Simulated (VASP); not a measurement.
# S (P6/mmm) in VASP: a series of runs

The runs below take S through single point, with PBE.

Everything below comes from runs of VASP 6.6.1. Logs are shortened: lines on timing, memory, paths and dates and some standing lists are left out, and cuts for length are marked.

## Step 1: The cell of the first run

The structure is hexagonal, space group P6/mmm (No. 191). Conventional cell: a = 2.643 Å, b = 2.643 Å, c = 2.229 Å, α = 90.00°, β = 90.00°, γ = 120.00°. Within 2.9 Å of S (site symmetry 6/mmm) lie 8 S at 2.23 to 2.64 Å.

## Step 2: Single point, PBE

INCAR reads:

```
PREC = Accurate
ENCUT = 520
EDIFF = 1E-7
ISMEAR = -1
SIGMA = 0.1
LREAL = F
LASPH = T
NELM = 100
ALGO = Normal
ISIF = 2
LWAVE = F
LCHARG = F
GGA = PE
NBANDS = 9
```

KPOINTS reads:

```
Automatic mesh
0
Gamma
  17 17 16
```

POSCAR reads:

```
S
1.0
    2.6433444833      0.0000000000      0.0000000000
   -1.3216722417      2.2892034735      0.0000000000
    0.0000000000      0.0000000000      2.2285425604
S
1
Direct
    0.0000000000      0.0000000000      0.0000000000
```

Potentials or basis: VASP PAW PBE potentials, release 64 (S).

Started as:

```sh
cat potpaw_PBE.64/S/POTCAR > POTCAR
mpirun -np 1 vasp_std > vasp.out
```

OUTCAR:

```text
PREC = Accurate
   ENCUT = 520
   EDIFF = 1E-7
   ISMEAR = -1
   LREAL = F
   LASPH = T
   NELM = 100
   ISIF = 2
   GGA = PE

 ion  position               nearest neighbor table
   1  0.000  0.000  0.000-

  LATTYP: Found a hexagonal cell.
 ALAT       =     2.6433444833
 C/A-ratio  =     0.8430768575

  Lattice vectors:

 A1 = (   2.6433444833,   0.0000000000,   0.0000000000)
 A2 = (  -1.3216722417,   2.2892034735,   0.0000000000)
 A3 = (   0.0000000000,   0.0000000000,   2.2285425604)

Analysis of symmetry for initial positions (statically):
=====================================================================
 Subroutine PRICEL returns:
 Original cell was already a primitive cell.

 Routine SETGRP: Setting up the symmetry group for a
 hexagonal supercell.

 Subroutine GETGRP returns: Found 24 space group operations
 (whereof 24 operations were pure point group operations)
 out of a pool of 24 trial point group operations.

The static configuration has the point symmetry D_6h.

Analysis of symmetry for dynamics (positions and initial velocities):
=====================================================================
 Subroutine PRICEL returns:
 Original cell was already a primitive cell.

 Routine SETGRP: Setting up the symmetry group for a
 hexagonal supercell.

 Subroutine GETGRP returns: Found 24 space group operations
 (whereof 24 operations were pure point group operations)
 out of a pool of 24 trial point group operations.

The dynamic configuration has the point symmetry D_6h.

 Subroutine INISYM returns: Found 24 space group operations
 (whereof 24 operations are pure point group operations),
 and found     1 'primitive' translations

----------------------------------------------------------------------------------------

                                     Primitive cell

  volume of cell :      13.4853

  direct lattice vectors                    reciprocal lattice vectors
     2.643344483  0.000000000  0.000000000     0.378308619  0.218416583  0.000000000
    -1.321672242  2.289203474  0.000000000     0.000000000  0.436833166  0.000000000
     0.000000000  0.000000000  2.228542560     0.000000000  0.000000000  0.448723761

  length of vectors
     2.643344483  2.643344483  2.228542560     0.436833166  0.436833166  0.448723761

  position of ions in fractional coordinates (direct lattice)
     0.000000000  0.000000000  0.000000000

  ion indices of the primitive-cell ions
   primitive index   ion index
                 1           1

----------------------------------------------------------------------------------------

 KPOINTS: Automatic mesh

Automatic generation of k-mesh.
 Grid dimensions read from file:
 generate k-points for:   17   17   16

 Generating k-lattice:

  Cartesian coordinates                     Fractional coordinates (reciprocal lattice)
     0.022253448  0.012848034  0.000000000     0.058823529 -0.000000000  0.000000000
     0.000000000  0.025696069  0.000000000     0.000000000  0.058823529  0.000000000
     0.000000000  0.000000000  0.028045235     0.000000000  0.000000000  0.062500000

  Length of vectors
     0.025696069  0.025696069  0.028045235

  Shift w.r.t. Gamma in fractional coordinates (k-lattice)
     0.000000000  0.000000000  0.000000000

 Subroutine IBZKPT returns following result:
 ===========================================

 Found    297 irreducible k-points:

 Following reciprocal coordinates:
            Coordinates               Weight
  0.000000  0.000000  0.000000      1.000000
  0.058824  0.000000  0.000000      6.000000
  0.117647 -0.000000  0.000000      6.000000
  0.176471  0.000000  0.000000      6.000000
  0.235294 -0.000000  0.000000      6.000000
  0.294118 -0.000000  0.000000      6.000000
[... 16 lines left out ...]
  0.411765  0.117647  0.000000     12.000000
  0.176471  0.176471  0.000000      6.000000
 [... further k-points ...]
   k-points           NKPTS =    297   k-points in BZ     NKDIM =    297   number of bands    NBANDS=      9
   number of dos      NEDOS =    301   number of ions     NIONS =      1
   total plane-waves  NPLWV =   7200
   dimension x,y,z NGX =    20 NGY =   20 NGZ =   18
   dimension x,y,z NGXF=    40 NGYF=   40 NGZF=   36
   ions per type =               1
   NGX,Y,Z   is equivalent  to a cutoff of  12.58, 12.58, 13.43 a.u.
   NGXF,Y,Z  is equivalent  to a cutoff of  25.16, 25.16, 26.86 a.u.
 SYSTEM =  unknown system
   PREC   = accura    normal or accurate (medium, high low for compatibility)
   ISTART =      0    job   : 0-new  1-cont  2-samecut
   ICHARG =      2    charge: 1-file 2-atom 10-const
   ISPIN  =      1    spin polarized calculation?
   LNONCOLLINEAR =      F non collinear calculations
   LSORBIT =      F    spin-orbit coupling
   LASPH  =      T    aspherical Exc in radial PAW
   ENCUT  =  520.0 eV  38.22 Ry    6.18 a.u.   4.91  4.91  4.14*2*pi/ulx,y,z
   NELM   =    100;   NELMIN=  2; NELMDL= -5     # of ELM steps
   EDIFF  = 0.1E-06   stopping-criterion for ELM
   LREAL  =      F    real-space projection
   EDIFFG = 0.1E-05   stopping-criterion for IOM
   NSW    =      0    number of steps for IOM
   IBRION =     -1    ionic relax: 0-MD 1-quasi-New 2-CG
   NFREE  =      0    steps in history (QN), initial steepest desc. (CG)
   ISIF   =      2    stress and relaxation
   ISYM   =      2    0-nonsym 1-usesym 2-fastsym
   POTIM  = 0.5000    time-step for ionic-motion
   TEBEG  =    0.0;   TEEND  =   0.0 temperature during run
   PSTRESS=    0.0 pullay stress
   NELECT =       6.0000    total number of electrons
   NUPDOWN=      -1.0000    fix difference up-down
   EMIN   =  10.00;   EMAX   =-10.00  energy-range for DOS
   EFERMI =   0.00;   METHOD = LEGACY
   ISMEAR =    -1;   SIGMA  =   0.10  broadening in eV -4-tet -1-fermi 0-gaus
   EFERMI_NEDOS =   21; number of points for ismear=-14 and -15
   IALGO  =     38    algorithm
   IMIX   =      4    mixing-type and parameters
     AMIX     =   0.40;   BMIX     =  1.00
     AMIX_MAG =   1.60;   BMIX_MAG =  1.00
  volume/ion in A,a.u.               =      13.49        91.00
  Fermi-wavevector in a.u.,A,eV,Ry     =   1.249795  2.361771 21.252141  1.561988
  Thomas-Fermi vector in A             =   2.383819
   LORBIT       =      0    0 simple, 1 ext, 2 COOP (PROOUT), +10 PAW based schemes
   GGA     = PE    functional components
   LHFCALC =     F    Hartree Fock is set to
   AEXX    =    0.0000 exact exchange contribution
   IVDW    =     0    specifies the selected vdW correction
   LEPSILON=     F    determine dielectric tensor
   LRPA    =     F    only Hartree local field effects (RPA)
 non-spin polarized calculation
  energy-cutoff  :      520.00
  volume of cell :       13.49
 maximum number of plane-waves:       376
 NGX is ok and might be reduce to    20
   NGX =  9   NGY =  9   NGZ =  9

 number of electron       6.0000001 magnetization

 Free energy of the ion-electron system (eV)
  ---------------------------------------------------
  ext. energy  EPLUGINS =         0.00000000
  ---------------------------------------------------
  free energy    TOTEN  =        -3.01402772 eV

  energy without entropy =       -2.99628521  energy(sigma->0) =       -3.00515647

 E-fermi :  10.3150     XC(G=0): -11.8140

 val. band max:       10.3099015492   @ k =   0.2941   0.2941   0.2500
 cond. band min:      10.3322742509   @ k =   0.3529   0.0588   0.2500
 fundamental gap:      0.0223727017
 Fermi energy:        10.3150165917

 k-point     1 :       0.0000    0.0000    0.0000
  band No.  band energies     occupation
      1      -8.8642      2.00000
      2      12.1307      0.00000
      3      12.1307      0.00000
      4      15.7479      0.00000
      5      17.3494      0.00000
      6      21.3429      0.00000
      7      21.3429      0.00000
      8      25.3051      0.00000
      9      28.6344      0.00000

 k-point     2 :       0.0588    0.0000    0.0000
  band No.  band energies     occupation
      1      -8.7821      2.00000
      2      11.4823      0.00002
      3      11.9744      0.00000
      4      15.8019      0.00000
      5      17.7664      0.00000
      6      20.9912      0.00000
      7      21.6670      0.00000
      8      25.4881      0.00000
      9      29.4230      0.00000

 k-point     3 :       0.1176   -0.0000    0.0000
  band No.  band energies     occupation
      1      -8.5376      2.00000
      2      10.0084      1.91095
      3      11.5686      0.00001
      4      15.9612      0.00000
      5      18.3067      0.00000
      6      20.5512      0.00000
      7      22.5743      0.00000
      8      26.0542      0.00000
      9      31.3832      0.00000

 k-point     4 :       0.1765    0.0000    0.0000
  band No.  band energies     occupation
      1      -8.1357      2.00000
      2       8.2398      2.00000
      3      11.0411      0.00140
      4      16.2158      0.00000
      5      17.9586      0.00000
      6      20.9952      0.00000
      7      23.9312      0.00000
      8      26.9926      0.00000
      9      33.3340      0.00000
[... 205 lines left out ...]
 k-point    22 :       0.3529    0.1176    0.0000
  band No.  band energies     occupation
      1      -5.2371      2.00000
      2       1.9263      2.00000
      3       7.5329      2.00000
      4      17.7105      0.00000
      5      17.8049      0.00000
      6      24.2411      0.00000
      7      28.9943      0.00000
      8      29.1860      0.00000
      9      32.9839      0.00000

 k-point    23 :       0.4118    0.1176    0.0000
  band No.  band energies     occupation
      1      -4.7450      2.00000
      2       1.1629      2.00000
      3       7.3520      2.00000
      4      17.6456      0.00000
      5      17.8847      0.00000
      6      24.7225      0.00000
      7      28.6093      0.00000
      8      30.2506      0.00000
      9      33.1012      0.00000

 k-point    24 :       0.1765    0.1765    0.0000
  band No.  band energies     occupation
      1      -6.7638      2.00000
      2       5.0770      2.00000
      3       7.9827      2.00000
      4      17.0108      0.00000
      5      20.3094      0.00000
      6      20.8370      0.00000
      7      25.6778      0.00000
      8      30.8867      0.00000
      9      31.4577      0.00000

 [... further k-points ...]

------------------------ aborting loop because EDIFF is reached ----------------------------------------

  FORCE on cell =-STRESS in cart. coord.  units (eV):
  Direction    XX          YY          ZZ          XY          YZ          ZX
  --------------------------------------------------------------------------------------
  -------------------------------------------------------------------------------------
  Total        2.5119688      2.5119688      2.4572151     -0.0000000      0.0000000      0.0000000
  in kB      298.4459733    298.4459733    291.9407141     -0.0000000      0.0000000      0.0000000
  external PRESSURE =     296.2775536 kB  Pullay stress =       0.0000000 kB

 VOLUME and BASIS-vectors are now :
 -----------------------------------------------------------------------------
  energy-cutoff  :      520.00
  volume of cell :       13.49
      direct lattice vectors                 reciprocal lattice vectors
     2.643344483  0.000000000  0.000000000     0.378308619  0.218416583  0.000000000
    -1.321672242  2.289203474  0.000000000     0.000000000  0.436833166  0.000000000
     0.000000000  0.000000000  2.228542560     0.000000000  0.000000000  0.448723761

 POSITION                                       TOTAL-FORCE (eV/Angst)
 -----------------------------------------------------------------------------------
      0.00000      0.00000      0.00000         0.000000      0.000000      0.000000
 -----------------------------------------------------------------------------------
    total drift:                                0.000000      0.000000      0.000000

  FREE ENERGIE OF THE ION-ELECTRON SYSTEM (eV)
  ---------------------------------------------------
  free  energy   TOTEN  =        -3.0140277220 eV

  energy  without entropy=       -2.9962852123  energy(sigma->0) =       -3.00515647
```

It took 21 s on 1 thread of AMD EPYC 7R13 (Zen 3), shared host; peak memory 0.11 GiB.

Results:

```
Free energy            : -3.0140 eV
Pressure               : 29.6 GPa
Band gap on the k mesh : zero (band 3 reaches 15.23 eV, above the bottom of band 4 at 6.54 eV)
```

## Step 3: Single point, PBE

INCAR reads:

```
  PREC = Accurate
  ENCUT = 520
  EDIFF = 1E-6
  ISMEAR = -1
  SIGMA = 0.1
  LREAL = False
  LASPH = True
  NELM = 60
  ALGO = Normal
  ISIF = 2
  LWAVE = False
  LCHARG = True
  GGA = PE
  LELF = True
  LVHAR = True
  NBANDS = 9
```

KPOINTS reads:

```
regular mesh
0
Gamma
  17 17 16
```

POSCAR reads:

```
S
1.0
    2.6439504390      0.0000000000      0.0000000000
   -1.3219752195      2.2897282465      0.0000000000
    0.0000000000      0.0000000000      2.2287135749
S
1
Direct
    0.0000000000      0.0000000000      0.0000000000
```

Potentials or basis: VASP PAW PBE potentials, release 64 (S).

Started as:

```sh
cat potpaw_PBE.64/S/POTCAR > POTCAR
mpirun -np 1 vasp_std > vasp.out
```

It took 18 s on 1 thread of AMD EPYC 7R13 (Zen 3), shared host; peak memory 0.11 GiB.

It converged, with:

```yaml
Free_energy: -3.0154 eV
Pressure: 29.5 GPa
Band_gap_on_the_k_mesh: zero (band 3 reaches 15.21 eV, above the bottom of band 4 at 6.54 eV)
```

Stress tensor (GPa, compression positive):
```
29.75  0.00  0.00
 0.00 29.75  0.00
 0.00  0.00 29.11
```

Levels at points of the mesh, in eV from the Fermi level:
```
           k point  band 1  band 2  band 3  band 4  band 5  band 6  band 7
(0.00, 0.00, 0.00)  -19.17    1.81    1.81    5.43    7.04   11.03   11.03
(0.00, 0.00, 0.50)  -13.79  -10.37    4.91    4.91   13.80   13.80   14.58
```
